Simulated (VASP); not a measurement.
C: single point with PBE

Crystal: C.

```xyz
4
Lattice="0.0000 -1.7834 -1.7834 -1.7834 0.0000 -1.7834 1.7834 1.7834 -3.5668" Properties=species:S:1:pos:R:3 pbc="T T T"
C     0.1155    0.1155   -5.2347
C     0.1155    0.1155   -1.6679
C     0.7762    0.7762   -4.5740
C    -1.0072   -1.0072   -4.5740
```

This cell differs from its parent crystal: atoms displaced along a vibrational mode.

```json
{
 "Program": "VASP 6.6.1",
 "Task": "single point",
 "Functional": "PBE",
 "Potentials or basis": "VASP PAW PBE potentials, release 64 (C)",
 "Cutoff": "520 eV",
 "k mesh": "12 × 12 × 10",
 "Occupations": "gaussian, width 0.05 eV",
 "Spin": "no spin polarisation",
 "Dipole correction": "no",
 "Further INCAR settings": "ALGO = Normal; EDIFF = 1e-06; NBANDS = 16"
}
```

The pressure is 106.0 GPa. The largest force is 25.957 eV/Å and the band gap on the k mesh is zero (bands 8 and 9 overlap by 0.70 eV).

Forces in eV/Å, atoms in the order of the input:
```
C   -14.988 -14.988 -14.984
C   -14.988 -14.988 -14.984
C    14.988  14.988  14.984
C    14.988  14.988  14.984
```

Stress tensor (GPa, compression positive):
```
105.84  79.69  80.14
 79.69 105.84  80.14
 80.14  80.14 106.44
```

Levels at points of the mesh, in eV from the Fermi level:
```
           k point  band 5  band 6  band 7  band 8  band 9  band 10  band 11  band 12
(0.00, 0.00, 0.00)   -7.07    0.06    0.06    0.17    0.41     3.04     3.04     4.55
(0.50, 0.00, 0.00)   -8.87   -8.87   -4.75   -4.75    0.44     0.44     8.54     8.54
(0.50, 0.50, 0.00)   -7.28   -7.04   -4.32   -4.32   -0.33     4.67     8.59     9.19
(0.00, 0.00, 0.50)   -5.16   -5.16   -0.45   -0.45    2.40     2.40     4.07     4.07
(0.50, 0.00, 0.50)   -7.28   -7.07   -7.04   -0.33    0.17     0.41     4.55     4.67
(0.50, 0.50, 0.50)   -7.32   -7.32   -6.02   -6.02    5.13     5.13     7.06     7.06
```

Run time: 100 s on 1 thread of Intel(R) Xeon(R) Platinum 8259CL CPU @ 2.50GHz (Skylake/Cascade Lake) (shared host), peak memory 0.21 GiB.

Caveat: the cell differs from its parent crystal (atoms displaced along a vibrational mode); the cell stands under pressure; forces of over 1 eV/Å act on the atoms, so gaps and moduli don't describe the material at rest.
